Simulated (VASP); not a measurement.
Crystal: PbSe.

```xyz
2
Lattice="0.0000 2.9960 2.9960 2.9960 0.0000 2.9960 2.9960 2.9960 0.0000" Properties=species:S:1:pos:R:3 pbc="T T T"
Pb    0.0000    0.0000    0.0000
Se    2.9960    2.9960    2.9960
```

This cell differs from its parent crystal: strain -3.0%.

Base run:

```yaml
Program: VASP 6.6.1
Functional: r2SCAN
Potentials_or_basis: VASP PAW PBE potentials, release 64 (Pb_d, Se)
Cutoff: 520 eV
k_mesh: 8 × 8 × 8
Occupations: fermi-dirac, width 0.02 eV
Spin: no spin polarisation
```

Its results: band gap on the k mesh 0.33 eV; pressure 5.8 GPa.

Q: The run is repeated on the same cell with these changes: functional from r2SCAN to PBE. What comes out?

A: Band gap on the k mesh 0.06 eV; pressure 6.6 GPa.

Caveats: the cell stands under pressure; spin-orbit coupling is left out, which moves the levels of the heavy elements; the PAW data sets were made with another functional, which shifts forces and pressure a little (at least some runs).

A k mesh can miss the band edges.
